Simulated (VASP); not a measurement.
# Si16C (a cell with a defect) in VASP: molecular dynamics with PBE

Aim: the molecular dynamics of Si16C (a cell with a defect) with PBE.

All numbers are computed with VASP 6.6.1; they aren't measurements. Logs are shortened: lines on timing, memory, paths and dates and some standing lists are left out, and cuts for length are marked.

**1. The cell of the first run**

The cell holds a defect, 17 atoms: a = 7.679 Å, b = 7.679 Å, c = 7.679 Å, α = 60.00°, β = 60.00°, γ = 60.00°.

**2. Molecular dynamics, PBE, collinear spin**

INCAR

```
PREC = Normal
ENCUT = 440
EDIFF = 1E-5
ISMEAR = -1
SIGMA = 0.02
LREAL = F
LASPH = T
NELM = 200
ALGO = Normal
ISIF = 2
LWAVE = F
LCHARG = F
ISPIN = 2
MAGMOM = 0 0 0 0 0 0 0 0 0 0 0 0 0 0 0 0 0.06
LORBIT = 11
GGA = PE
IBRION = 0
NSW = 40
POTIM = 1.5
TEBEG = 1500.0
TEEND = 1500.0
ISYM = 0
NELMIN = 4
RANDOM_SEED = 60256 0 0
MDALGO = 2
SMASS = 0
GGA_COMPAT = F
MAXMIX = 40
KPAR = 2
NCORE = 2
```

KPOINTS

```
Automatic mesh
0
Gamma
  2 2 2
```

POSCAR

```
Si16C
1.0
    0.0000000000      5.4300000000      5.4300000000
    5.4300000000      0.0000000000      5.4300000000
    5.4300000000      5.4300000000      0.0000000000
Si C
16 1
Direct
   -0.0152772800      0.0206636500      0.0213301200
    0.0969223200      0.1512307800      0.1528587600
   -0.0226432100     -0.0011424200      0.5460694500
    0.1094914300      0.1326969600      0.6478636200
   -0.0225860700      0.5459229400     -0.0010532400
    0.1094320600      0.6472612900      0.1332257900
   -0.0270067300      0.4970161500      0.4975769500
    0.1951393000      0.5578286000      0.5593894900
    0.4709704600      0.0202524800      0.0209113000
    0.6108983000      0.1372591900      0.1379666800
    0.4826885300      0.0162429800      0.5113935900
    0.6092311700      0.1271738300      0.6474552600
    0.4827253500      0.5107253500      0.0168028300
    0.6093641500      0.6468607300      0.1276507800
    0.5445619600      0.4896000400      0.4901188300
    0.6037804700      0.6432486000      0.6437676200
    1.0457037900      0.7207212500      0.7207874800
```

Potentials or basis: VASP PAW PBE potentials, release 64 (Si, C).

On the command line:

```sh
cat potpaw_PBE.64/Si/POTCAR potpaw_PBE.64/C/POTCAR > POTCAR
mpirun -np 4 vasp_std > vasp.out
```

OUTCAR:

```text
PREC = Normal
   ENCUT = 440
   EDIFF = 1E-5
   ISMEAR = -1
   LREAL = F
   LASPH = T
   NELM = 200
   ISIF = 2
   ISPIN = 2
   LORBIT = 11
   GGA = PE
   IBRION = 0
   NSW = 40
   POTIM = 1.5
   TEBEG = 1500.0
   ISYM = 0
   NELMIN = 4

 ion  position               nearest neighbor table
   1  0.985  0.021  0.021-   6 2.34   4 2.34  10 2.35   2 2.35
   2  0.097  0.151  0.153-   9 2.35   1 2.35   3 2.47   5 2.48
   3  0.977  0.999  0.546-  17 1.83   4 2.31  12 2.31   2 2.47   8 2.90
   4  0.109  0.133  0.648-   7 2.30   3 2.31  11 2.34   1 2.34
   5  0.977  0.546  0.999-  17 1.83   6 2.31  14 2.31   2 2.48   8 2.90
   6  0.109  0.647  0.133-   7 2.30   5 2.31  13 2.34   1 2.34
   7  0.973  0.497  0.498-   8 2.28   4 2.30   6 2.30  16 2.34
   8  0.195  0.558  0.559-  17 1.76   7 2.28  15 2.28   5 2.90   3 2.90
   9  0.471  0.020  0.021-  14 2.34  12 2.34   2 2.35  10 2.35
  10  0.611  0.137  0.138-  11 2.34  13 2.34   1 2.35   9 2.35
  11  0.483  0.016  0.511-  16 2.34   4 2.34  10 2.34  12 2.34
  12  0.609  0.127  0.647-  15 2.30   3 2.31  11 2.34   9 2.34
  13  0.483  0.511  0.017-  16 2.34  10 2.34   6 2.34  14 2.34
  14  0.609  0.647  0.128-  15 2.30   5 2.31   9 2.34  13 2.34
  15  0.545  0.490  0.490-   8 2.28  12 2.30  14 2.30  16 2.34
  16  0.604  0.643  0.644-   7 2.34  15 2.34  11 2.34  13 2.34
  17  0.046  0.721  0.721-   8 1.76   3 1.83   5 1.83

IMPORTANT INFORMATION: All symmetrisations will be switched off!
NOSYMM: (Re-)initialisation of all symmetry stuff for point group C_1.

----------------------------------------------------------------------------------------

                                     Primitive cell

  volume of cell :     320.2060

  direct lattice vectors                    reciprocal lattice vectors
     0.000000000  5.430000000  5.430000000    -0.092081031  0.092081031  0.092081031
     5.430000000  0.000000000  5.430000000     0.092081031 -0.092081031  0.092081031
     5.430000000  5.430000000  0.000000000     0.092081031  0.092081031 -0.092081031

  length of vectors
     7.679179644  7.679179644  7.679179644     0.159489025  0.159489025  0.159489025

  position of ions in fractional coordinates (direct lattice)
     0.984722720  0.020663650  0.021330120
     0.096922320  0.151230780  0.152858760
     0.977356790  0.998857580  0.546069450
     0.109491430  0.132696960  0.647863620
     0.977413930  0.545922940  0.998946760
     0.109432060  0.647261290  0.133225790
[... 9 lines left out ...]
     0.603780470  0.643248600  0.643767620
     0.045703790  0.720721250  0.720787480

  ion indices of the primitive-cell ions
   primitive index   ion index
                 1           1
                 2           2
                 3           3
                 4           4
                 5           5
                 6           6
[... 9 lines left out ...]
                16          16
                17          17

----------------------------------------------------------------------------------------

 KPOINTS: Automatic mesh

Automatic generation of k-mesh.
 Grid dimensions read from file:
 generate k-points for:    2    2    2

 Generating k-lattice:

  Cartesian coordinates                     Fractional coordinates (reciprocal lattice)
    -0.046040516  0.046040516  0.046040516     0.500000000  0.000000000  0.000000000
     0.046040516 -0.046040516  0.046040516     0.000000000  0.500000000  0.000000000
     0.046040516  0.046040516 -0.046040516     0.000000000  0.000000000  0.500000000

  Length of vectors
     0.079744512  0.079744512  0.079744512

  Shift w.r.t. Gamma in fractional coordinates (k-lattice)
     0.000000000  0.000000000  0.000000000

 Subroutine IBZKPT returns following result:
 ===========================================

 Found      8 irreducible k-points:

 Following reciprocal coordinates:
            Coordinates               Weight
  0.000000  0.000000  0.000000      1.000000
  0.500000  0.000000  0.000000      1.000000
  0.000000  0.500000  0.000000      1.000000
  0.000000  0.000000  0.500000      1.000000
  0.500000  0.500000  0.500000      1.000000
  0.500000  0.500000  0.000000      1.000000
  0.000000  0.500000  0.500000      1.000000
  0.500000  0.000000  0.500000      1.000000
   k-points           NKPTS =      8   k-points in BZ     NKDIM =      8   number of bands    NBANDS=     43
   number of dos      NEDOS =    301   number of ions     NIONS =     17
   total plane-waves  NPLWV =  64000
   dimension x,y,z NGX =    40 NGY =   40 NGZ =   40
   dimension x,y,z NGXF=    80 NGYF=   80 NGZF=   80
   ions per type =              16   1
   NGX,Y,Z   is equivalent  to a cutoff of   8.66,  8.66,  8.66 a.u.
   NGXF,Y,Z  is equivalent  to a cutoff of  17.32, 17.32, 17.32 a.u.
 SYSTEM =  unknown system
   PREC   = normal    normal or accurate (medium, high low for compatibility)
   ISTART =      0    job   : 0-new  1-cont  2-samecut
   ICHARG =      2    charge: 1-file 2-atom 10-const
   ISPIN  =      2    spin polarized calculation?
   LNONCOLLINEAR =      F non collinear calculations
   LSORBIT =      F    spin-orbit coupling
   LASPH  =      T    aspherical Exc in radial PAW
   ENCUT  =  440.0 eV  32.34 Ry    5.69 a.u.  13.13 13.13 13.13*2*pi/ulx,y,z
   NELM   =    200;   NELMIN=  4; NELMDL= -5     # of ELM steps
   EDIFF  = 0.1E-04   stopping-criterion for ELM
   LREAL  =      F    real-space projection
   EDIFFG = 0.1E-03   stopping-criterion for IOM
   NSW    =     40    number of steps for IOM
   IBRION =      0    ionic relax: 0-MD 1-quasi-New 2-CG
   NFREE  =      0    steps in history (QN), initial steepest desc. (CG)
   ISIF   =      2    stress and relaxation
   ISYM   =      0    0-nonsym 1-usesym 2-fastsym
   POTIM  = 1.5000    time-step for ionic-motion
   TEBEG  = 1500.0;   TEEND  =1500.0 temperature during run
   PSTRESS=    0.0 pullay stress
   NELECT =      68.0000    total number of electrons
   NUPDOWN=      -1.0000    fix difference up-down
   EMIN   =  10.00;   EMAX   =-10.00  energy-range for DOS
   EFERMI =   0.00;   METHOD = LEGACY
   ISMEAR =    -1;   SIGMA  =   0.02  broadening in eV -4-tet -1-fermi 0-gaus
   EFERMI_NEDOS =   21; number of points for ismear=-14 and -15
   IALGO  =     38    algorithm
   IMIX   =      4    mixing-type and parameters
     AMIX     =   0.40;   BMIX     =  1.00
     AMIX_MAG =   1.60;   BMIX_MAG =  1.00
  volume/ion in A,a.u.               =      18.84       127.11
  Fermi-wavevector in a.u.,A,eV,Ry     =   0.976715  1.845724 12.979587  0.953973
  Thomas-Fermi vector in A             =   2.107356
   LORBIT       =     11    0 simple, 1 ext, 2 COOP (PROOUT), +10 PAW based schemes
   GGA     = PE    functional components
   LHFCALC =     F    Hartree Fock is set to
   AEXX    =    0.0000 exact exchange contribution
   IVDW    =     0    specifies the selected vdW correction
   LEPSILON=     F    determine dielectric tensor
   LRPA    =     F    only Hartree local field effects (RPA)
 molecular dynamics for ions
 spin polarized calculation
  energy-cutoff  :      440.00
  volume of cell :      320.21
 maximum number of plane-waves:      6754
   NGX = 27   NGY = 27   NGZ = 27

--------------------------------------- Ionic step        1  -------------------------------------------

 number of electron      68.0000002 magnetization       0.2457442

 Free energy of the ion-electron system (eV)
  ---------------------------------------------------
  ext. energy  EPLUGINS =         0.00000000
  ---------------------------------------------------
  free energy    TOTEN  =       -91.11144364 eV

  energy without entropy =      -91.10643246  energy(sigma->0) =      -91.10893805

------------------------ aborting loop because EDIFF is reached ----------------------------------------

  FORCE on cell =-STRESS in cart. coord.  units (eV):
  Direction    XX          YY          ZZ          XY          YZ          ZX
  --------------------------------------------------------------------------------------
  -------------------------------------------------------------------------------------
  Total       13.8588579      6.5957704      6.5929183     -0.1216127      2.7314571     -0.1331899
  in kB       69.3439441     33.0024840     32.9882133     -0.6084992     13.6670720     -0.6664268
  external PRESSURE =      45.1115471 kB  Pullay stress =       0.0000000 kB
[... 160 lines left out ...]
  ENERGY OF THE ELECTRON-ION-THERMOSTAT SYSTEM (eV)
  ---------------------------------------------------
% ion-electron   TOTEN  =       -90.974111  see above
  kinetic energy EKIN   =         2.966273
  kin. lattice  EKIN_LAT=         0.000000  (temperature 1434.25 K)
  nose potential ES     =        -0.000856
  nose kinetic   EPS    =         0.000019
  ---------------------------------------------------
  total energy   ETOTAL =       -88.008675 eV

[... ionic steps 4 to 37 ...]

--------------------------------------- Ionic step       38  -------------------------------------------

 number of electron      68.0000001 magnetization      -0.0109075

------------------------ aborting loop because EDIFF is reached ----------------------------------------
[... 119 lines left out ...]
--------------------------------------- Ionic step       40  -------------------------------------------

 number of electron      68.0000002 magnetization       0.0090813

 Free energy of the ion-electron system (eV)
  ---------------------------------------------------
  ext. energy  EPLUGINS =         0.00000000
  ---------------------------------------------------
  free energy    TOTEN  =       -86.48314886 eV

  energy without entropy =      -86.47397026  energy(sigma->0) =      -86.47855956

 E-fermi :   6.1440     XC(G=0):  -9.6954

 val. band max:        6.1424508384   @ k =   0.5000   0.5000   0.5000
 cond. band min:       6.1442711790   @ k =   0.5000   0.5000   0.5000
 fundamental gap:      0.0018203405
 Fermi energy:         6.1439839731

 spin component 1

 k-point     1 :       0.0000    0.0000    0.0000
  band No.  band energies     occupation
      1      -6.8695      1.00000
      2      -5.2677      1.00000
      3      -4.2200      1.00000
      4      -3.7145      1.00000
      5      -3.5883      1.00000
      6      -2.7236      1.00000
[... 357 lines left out ...]
     42       8.5191      0.00000
     43       9.2544      0.00000
 Fermi energy:         6.1439839731

 spin component 2

 k-point     1 :       0.0000    0.0000    0.0000
  band No.  band energies     occupation
      1      -6.8684      1.00000
      2      -5.2668      1.00000
      3      -4.2196      1.00000
      4      -3.7139      1.00000
      5      -3.5878      1.00000
      6      -2.7232      1.00000
[... 407 lines left out ...]
  ENERGY OF THE ELECTRON-ION-THERMOSTAT SYSTEM (eV)
  ---------------------------------------------------
% ion-electron   TOTEN  =       -86.483149  see above
  kinetic energy EKIN   =         1.385042
  kin. lattice  EKIN_LAT=         0.000000  (temperature  669.69 K)
  nose potential ES     =        -3.318761
  nose kinetic   EPS    =         0.411144
  ---------------------------------------------------
  total energy   ETOTAL =       -88.005724 eV

 total charge

# of ion       s       p       d       tot
------------------------------------------
    1        0.773   0.847   0.000   1.621
    2        0.784   0.832   0.000   1.616
    3        0.755   0.895   0.000   1.651
    4        0.770   0.841   0.000   1.611
    5        0.791   0.783   0.000   1.573
    6        0.781   0.908   0.000   1.689
[... 9 lines left out ...]
   16        0.774   0.818   0.000   1.591
   17        0.898   1.515   0.000   2.413
--------------------------------------------------
tot         13.330  15.169   0.000  28.499

 magnetization (x)

# of ion       s       p       d       tot
------------------------------------------
    1       -0.000  -0.000   0.000  -0.000
    2        0.000   0.000   0.000   0.000
    3       -0.000  -0.000   0.000  -0.000
    4       -0.000   0.000   0.000  -0.000
    5        0.000   0.000   0.000   0.000
    6       -0.000  -0.000   0.000  -0.000
[... 9 lines left out ...]
   16        0.000   0.000   0.000   0.000
   17       -0.000  -0.000   0.000  -0.000
--------------------------------------------------
tot          0.000  -0.000   0.000  -0.000
```

Run time: 8 min. Hardware: 4 MPI ranks of Intel Xeon Platinum 8488C (Sapphire Rapids), shared host; peak memory 0.33 GiB.

Results:

| Property | Result |
| --- | --- |
| Valence electrons inside the program's atomic spheres | Si 1.62, 1.65, 1.61, 1.57, 1.69, 1.66, 1.67, 1.60, 1.59, 1.68, 1.63 (each value once); C 2.41 |

The path:
```tsv
step	potential energy change (eV)	largest force (eV/Å)	pressure (GPa)	volume (Å³)	temperature (K)
1	0.0000	0.0602	4.51	320.21	1500
2	0.0350	0.5098	4.44	320.21	1483
3	0.1373	0.9901	4.43	320.21	1434
4	0.3006	1.4361	4.47	320.21	1357
5	0.5149	1.8453	4.54	320.21	1259
6	0.7669	2.2193	4.65	320.21	1146
7	1.0441	2.5437	4.77	320.21	1027
8	1.3323	2.8209	4.89	320.21	909
9	1.6171	3.0489	5.00	320.21	798
10	1.8849	3.2266	5.10	320.21	700
11	2.1240	3.3538	5.16	320.21	621
12	2.3244	3.4317	5.19	320.21	566
13	2.4788	3.4619	5.17	320.21	538
14	2.5828	3.4471	5.11	320.21	542
15	2.6348	3.3899	4.99	320.21	583
16	2.6368	3.2926	4.83	320.21	664
17	2.5936	3.1593	4.62	320.21	790
18	2.5133	2.9974	4.37	320.21	966
19	2.4075	2.8184	4.09	320.21	1196
20	2.2904	2.6401	3.79	320.21	1481
21	2.1786	2.4868	3.49	320.21	1815
22	2.0890	2.4096	3.21	320.21	2189
23	2.0370	2.6530	2.95	320.21	2580
24	2.0359	2.8427	2.70	320.21	2957
25	2.0914	2.9606	2.49	320.21	3279
26	2.2037	2.9790	2.29	320.21	3506
27	2.3675	2.8899	2.10	320.21	3604
28	2.5732	2.7640	1.91	320.21	3560
29	2.8080	2.8621	1.71	320.21	3383
30	3.0576	2.9783	1.50	320.21	3102
31	3.3099	3.0210	1.27	320.21	2759
32	3.5549	3.0024	1.04	320.21	2392
33	3.7847	2.9691	0.80	320.21	2034
34	3.9925	3.1035	0.56	320.21	1709
35	4.1724	3.1770	0.31	320.21	1427
36	4.3215	3.2126	0.06	320.21	1194
37	4.4395	3.2192	-0.18	320.21	1007
38	4.5282	3.1682	-0.42	320.21	861
39	4.5902	3.0664	-0.66	320.21	750
40	4.6283	2.9260	-0.89	320.21	670
```

Caveat: the k points lie up to 0.50 Å⁻¹ apart; the cutoff is under 1.25 times the usual one of these potentials, so pressure, stress and relaxed cells hold a basis-set (Pulay) error.
